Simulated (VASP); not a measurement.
A run of VASP 6.6.1 is set up as follows.

INCAR

```
PREC = Accurate
ENCUT = 520
EDIFF = 1E-7
ISMEAR = -1
SIGMA = 0.1
LREAL = F
LASPH = T
NELM = 150
ALGO = Normal
ISIF = 2
LWAVE = F
LCHARG = T
ISPIN = 2
MAGMOM = 3.2 3.2
LORBIT = 11
LMAXMIX = 4
GGA = PE
LELF = T
LVHAR = T
NBANDS = 20
```

The input KPOINTS:

```
Automatic mesh
0
Gamma
  13 13 7
```

File POSCAR:

```
Co
1.0
    2.5883391615      0.0000000000      0.0000000000
   -1.2941695807      2.2415674701      0.0000000000
    0.0000000000      0.0000000000      4.2012768419
Co
2
Direct
    0.3333333333      0.6666666667      0.2500000000
    0.6666666667      0.3333333333      0.7500000000
```

Potentials or basis: VASP PAW PBE potentials, release 64 (Co).

Command:

```sh
$ cat potpaw_PBE.64/Co/POTCAR > POTCAR
$ mpirun -np 1 vasp_std > vasp.out
```

Problem. What does it give for the pressure?

Solution. -18.8 GPa.

Problem. Predict the site moments.

Solution. Co +1.71 μB.

Problem. What does it give for the net moment?

Solution. 3.34 μB per cell.

Stress tensor (GPa, compression positive):
```
-18.91   0.00   0.00
  0.00 -18.91   0.00
  0.00   0.00 -18.66
```

Caveat: the cell stands under tension.
